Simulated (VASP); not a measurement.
# W4N in VASP: single point with PBE

Aim: the single point of W4N with PBE.

Everything below comes from runs of VASP 6.6.1. Logs are shortened: lines on timing, memory, paths and dates and some standing lists are left out, and cuts for length are marked.

## 1. The cell of the first run

The cell holds a slab with vacuum, 5 atoms: a = 3.184 Å, b = 3.184 Å, c = 20.143 Å, α = 90.00°, β = 90.00°, γ = 90.00°.

## 2. Single point, PBE

INCAR reads:

```
SYSTEM = W4N
ALGO     = Normal         ! electronic algorithm
DIPOL    = 0.5 0.5 0.351
EDIFF    = 1E-7           ! SCF threshold, eV
ENCUT    = 520            ! plane-wave cutoff, eV
GGA      = PE             ! functional
IDIPOL   = 3            
ISIF     = 2              ! what is computed and relaxed
ISMEAR   = 0              ! smearing method
LASPH    = .TRUE.         ! aspherical terms in the spheres
LCHARG   = .FALSE.        ! write CHGCAR
LDIPOL   = .TRUE.       
LREAL    = .FALSE.        ! projectors in reciprocal space
LWAVE    = .FALSE.        ! write WAVECAR
NBANDS   = 38             ! bands
NELM     = 80             ! most SCF steps
PREC     = Accurate       ! precision mode
SIGMA    = 0.1            ! smearing width, eV
```

KPOINTS reads:

```
k-points
0
G
  8 8 1
  0 0 0
```

POSCAR reads:

```
W4N
1.0
    3.1836991685      0.0000000000      0.0000000000
    0.0000000000      3.1836991685      0.0000000000
    0.0000000000      0.0000000000     20.1425775594
W N
4 1
Direct
    0.5000000000      0.5000000000      0.1985843166
    0.0000000000      0.0000000000      0.2776134071
    0.5000000000      0.5000000000      0.3599451789
    0.0000000000      0.0000000000      0.4290700897
    0.1250000000      0.3750000000      0.4908593895
```

Potentials or basis: VASP PAW PBE potentials, release 64 (W_sv, N).

The run is started by

```bash
$ cat potpaw_PBE.64/W_sv/POTCAR potpaw_PBE.64/N/POTCAR > POTCAR
$ mpirun -np 1 vasp_std > vasp.out
```

OUTCAR:

```text
SYSTEM = W4N
   EDIFF = 1E-7
   ENCUT = 520
   GGA = PE
   ISIF = 2
   ISMEAR = 0
   LASPH = .TRUE.
   LREAL = .FALSE.
   NELM = 80
   PREC = Accurate

 ion  position               nearest neighbor table
   1  0.500  0.500  0.199-   2 2.76   2 2.76   2 2.76   2 2.76   3 3.25
   2  0.000  0.000  0.278-   1 2.76   1 2.76   1 2.76   1 2.76   3 2.80   3 2.80   3 2.80   3 2.80
                             4 3.05
   3  0.500  0.500  0.360-   4 2.65   4 2.65   4 2.65   4 2.65   2 2.80   2 2.80   2 2.80   2 2.80
                             1 3.25
   4  0.000  0.000  0.429-   5 1.77   5 2.38   3 2.65   3 2.65   3 2.65   3 2.65   2 3.05
   5  0.125  0.375  0.491-   4 1.77   4 2.38

  LATTYP: Found a simple tetragonal cell.
 ALAT       =     3.1836991685
 C/A-ratio  =     6.3267841882

  Lattice vectors:

 A1 = (   3.1836991685,   0.0000000000,   0.0000000000)
 A2 = (   0.0000000000,   3.1836991685,   0.0000000000)
 A3 = (   0.0000000000,   0.0000000000,  20.1425775594)

Analysis of symmetry for initial positions (statically):
=====================================================================
 Subroutine PRICEL returns:
 Original cell was already a primitive cell.

 Routine SETGRP: Setting up the symmetry group for a
 simple tetragonal supercell.

 Subroutine GETGRP returns: Found  1 space group operations
 (whereof  1 operations were pure point group operations)
 out of a pool of 16 trial point group operations.

The static configuration has the point symmetry C_1 .

Analysis of symmetry for dynamics (positions and initial velocities):
=====================================================================
 Subroutine PRICEL returns:
 Original cell was already a primitive cell.

 Routine SETGRP: Setting up the symmetry group for a
 simple tetragonal supercell.

 Subroutine GETGRP returns: Found  1 space group operations
 (whereof  1 operations were pure point group operations)
 out of a pool of 16 trial point group operations.

The dynamic configuration has the point symmetry C_1 .

 Subroutine INISYM returns: Found  1 space group operations
 (whereof  1 operations are pure point group operations),
 and found     1 'primitive' translations

----------------------------------------------------------------------------------------

                                     Primitive cell

  volume of cell :     204.1640

  direct lattice vectors                    reciprocal lattice vectors
[... 100 lines left out ...]
   ISYM   =      2    0-nonsym 1-usesym 2-fastsym
   POTIM  = 0.5000    time-step for ionic-motion
   TEBEG  =    0.0;   TEEND  =   0.0 temperature during run
   PSTRESS=    0.0 pullay stress
   NELECT =      61.0000    total number of electrons
   NUPDOWN=      -1.0000    fix difference up-down
   EMIN   =  10.00;   EMAX   =-10.00  energy-range for DOS
   EFERMI =   0.00;   METHOD = LEGACY
   ISMEAR =     0;   SIGMA  =   0.10  broadening in eV -4-tet -1-fermi 0-gaus
   EFERMI_NEDOS =   21; number of points for ismear=-14 and -15
   IALGO  =     38    algorithm
   IMIX   =      4    mixing-type and parameters
     AMIX     =   0.40;   BMIX     =  1.00
     AMIX_MAG =   1.60;   BMIX_MAG =  1.00
  volume/ion in A,a.u.               =      40.83       275.55
  Fermi-wavevector in a.u.,A,eV,Ry     =   1.094439  2.068191 16.297028  1.197798
  Thomas-Fermi vector in A             =   2.230744
   LORBIT       =      0    0 simple, 1 ext, 2 COOP (PROOUT), +10 PAW based schemes
   GGA     = PE    functional components
   LHFCALC =     F    Hartree Fock is set to
   AEXX    =    0.0000 exact exchange contribution
   IVDW    =     0    specifies the selected vdW correction
   LEPSILON=     F    determine dielectric tensor
   LRPA    =     F    only Hartree local field effects (RPA)
 non-spin polarized calculation
 Gauss-broadening in eV      SIGMA  =   0.10
  energy-cutoff  :      520.00
  volume of cell :      204.16
 maximum number of plane-waves:      5576
   NGX = 11   NGY = 11   NGZ = 75

 dipolmoment           0.000000      0.000000     -0.006428 electrons x Angstroem

 number of electron      60.9999990 magnetization

 dipolmoment           0.000000      0.000000      0.152538 electrons x Angstroem

 Free energy of the ion-electron system (eV)
  ---------------------------------------------------
  ext. energy  EPLUGINS =         0.00000000
  ---------------------------------------------------
  free energy    TOTEN  =       -54.60900151 eV

  energy without entropy =      -54.58207848  energy(sigma->0) =      -54.59554000

 E-fermi :   0.0988     XC(G=0):  -5.7267

 val. band max:        0.0885534955   @ k =   0.2500   0.1250   0.0000
 cond. band min:       0.1115103028   @ k =   0.0000   0.0000   0.0000
 fundamental gap:      0.0229568072
 Fermi energy:         0.0988360165

 k-point     1 :       0.0000    0.0000    0.0000
  band No.  band energies     occupation
      1     -73.8768      2.00000
      2     -73.7992      2.00000
      3     -73.7412      2.00000
      4     -73.5972      2.00000
      5     -38.4040      2.00000
      6     -38.3243      2.00000
[... 973 lines left out ...]
     37       3.1175      0.00000
     38       3.4813      0.00000

 [... further k-points ...]

------------------------ aborting loop because EDIFF is reached ----------------------------------------

 vacuum level on the upper side and lower side of the slab       (xc-potential included)         1.215        -1.490

  FORCE on cell =-STRESS in cart. coord.  units (eV):
  Direction    XX          YY          ZZ          XY          YZ          ZX
  --------------------------------------------------------------------------------------
  -------------------------------------------------------------------------------------
  Total       -0.4948539     -3.1853231      0.5442836      1.8805756      4.1344318      0.9164896
  in kB       -3.8833671    -24.9968322      4.2712674     14.7578228     32.4449661      7.1921553
  external PRESSURE =      -8.2029773 kB  Pullay stress =       0.0000000 kB

 VOLUME and BASIS-vectors are now :
 -----------------------------------------------------------------------------
  energy-cutoff  :      520.00
  volume of cell :      204.16
      direct lattice vectors                 reciprocal lattice vectors
     3.183699169  0.000000000  0.000000000     0.314100029  0.000000000  0.000000000
     0.000000000  3.183699169  0.000000000     0.000000000  0.314100029  0.000000000
     0.000000000  0.000000000 20.142577559     0.000000000  0.000000000  0.049646079

 POSITION                                       TOTAL-FORCE (eV/Angst)
 -----------------------------------------------------------------------------------
      1.59185      1.59185      4.00000         0.037339     -0.178766      2.079998
      0.00000      0.00000      5.59185         0.083422      0.315508     -1.865860
      1.59185      1.59185      7.25022        -0.566403     -0.770792     -3.105208
      0.00000      0.00000      8.64258        -0.001427     -1.933247      2.700700
      0.39796      1.19389      9.88717         0.447068      2.567297      0.190370
 -----------------------------------------------------------------------------------
    total drift:                               -0.000057     -0.000037     -0.000149

  FREE ENERGIE OF THE ION-ELECTRON SYSTEM (eV)
  ---------------------------------------------------
  free  energy   TOTEN  =       -54.6090015103 eV

  energy  without entropy=      -54.5820784805  energy(sigma->0) =      -54.59554000

 vacuum level on the upper side and lower side of the slab         6.869         4.094
```

OSZICAR:

```text
N       E                     dE             d eps       ncg     rms          rms(c)
DAV:   1     0.723266729555E+03    0.72327E+03   -0.37510E+04  3136   0.151E+03
DAV:   2    -0.247370617854E+02   -0.74800E+03   -0.73391E+03  3036   0.469E+02
DAV:   3    -0.596559135120E+02   -0.34919E+02   -0.33742E+02  3224   0.102E+02
[... 25 lines left out ...]
DAV:  29    -0.546089983935E+02   -0.51439E-05   -0.31387E-07  2066   0.253E-03    0.869E-04
DAV:  30    -0.546090007588E+02   -0.23653E-05   -0.16044E-07  1976   0.161E-03    0.320E-04
DAV:  31    -0.546090013437E+02   -0.58496E-06   -0.51176E-08  1888   0.838E-04    0.203E-04
DAV:  32    -0.546090014896E+02   -0.14590E-06   -0.14657E-08  1748   0.464E-04    0.146E-04
DAV:  33    -0.546090015103E+02   -0.20716E-07   -0.54367E-09  1532   0.314E-04
   1 F= -.54609002E+02 E0= -.54595540E+02  d E =-.269230E-01
```

Wall time 12 min (1 thread of Intel Xeon 8259CL, shared host); peak memory 0.39 GiB.

Results:

| Quantity | Value |
| --- | --- |
| Free energy | -54.6090 eV |
| Largest force | 3.321 eV/Å |
| Band gap on the k mesh | zero (an odd number of electrons rules out a gap without spin polarisation) |

Forces on the atoms (eV/Å):
```
W    0.037 -0.179  2.080
W    0.083  0.316 -1.866
W   -0.566 -0.771 -3.105
W   -0.001 -1.933  2.701
N    0.447  2.567  0.190
```

Levels at points of the mesh, in eV from the Fermi level:
| k point | band 27 | band 28 | band 29 | band 30 | band 31 | band 32 | band 33 | band 34 | band 35 | band 36 |
| --- | --- | --- | --- | --- | --- | --- | --- | --- | --- | --- |
| (0.00, 0.00, 0.00) | -0.87 | -0.82 | -0.62 | -0.29 | 0.01 | 0.23 | 0.61 | 0.74 | 1.68 | 2.12 |
| (0.50, 0.00, 0.00) | -1.69 | -0.84 | -0.71 | -0.02 | 0.20 | 0.73 | 0.94 | 1.11 | 2.26 | 2.59 |
| (0.00, 0.50, 0.00) | -1.71 | -1.44 | -0.66 | -0.12 | 0.09 | 0.45 | 1.05 | 1.20 | 2.27 | 2.58 |
| (0.50, 0.50, 0.00) | -1.85 | -1.21 | -0.60 | 0.21 | 1.89 | 2.04 | 2.08 | 2.54 | 2.59 | 3.23 |

Caveat: spin-orbit coupling is left out, which moves the levels of the heavy elements.
